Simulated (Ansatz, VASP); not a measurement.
**CoO: VASP beside Ansatz**

```
Co O
1.0
     2.97164    0.00000    0.00000
    -1.48582    2.57352    0.00000
     0.00000    0.00000    5.01711
Co O
2 2
Direct
  0.00000 0.00000 0.00000
  0.00000 0.00000 0.50000
  0.33333 0.66667 0.24547
  0.66667 0.33333 0.75453
```

Alike in both runs: task single point; functional PBE; k mesh 12 × 12 × 6; occupations gaussian, width 0.05 eV; collinear spin; Hubbard terms Co d U = 3.3 eV.

|  | VASP | Ansatz |
| --- | --- | --- |
| version | VASP 6.6.1 | Ansatz 0.2.0 |
| potentials or method | VASP PAW PBE potentials, release 64 (Co, O), cutoff 520 eV | scalar-relativistic, plane waves, PAW |
| valence electrons in the cell | 30 | 46 |

Ansatz gave:

| Item | Value |
| --- | --- |
| pressure (GPa) | 9.1 |
| traceless stress, the component that is largest in VASP (GPa) | 7.18 |
| rms of the force components (eV/Å) | 0.142 |
| net moment per atom (μB) | 0.00 |
| size of the moment on the site where the two differ most (μB) | 2.48 |

Estimate VASP's values.

pressure (GPa): 1.1; traceless stress, the component that is largest in VASP (GPa): 10.72; rms of the force components (eV/Å): 0.066; net moment per atom (μB): 0.03; size of the moment on the site where the two differ most (μB): 2.65.

Site moments also hang on the region over which each program counts them. The programs project onto different local orbitals, so the same U acts differently, and such runs can settle in different states. Atom by atom the forces differ by 0.076 eV/Å (rms over components). VASP's potentials hold 30 valence electrons a cell and Ansatz's 46, so a difference there can come from the potentials and not from the codes. Ansatz's warnings: stability check not made.
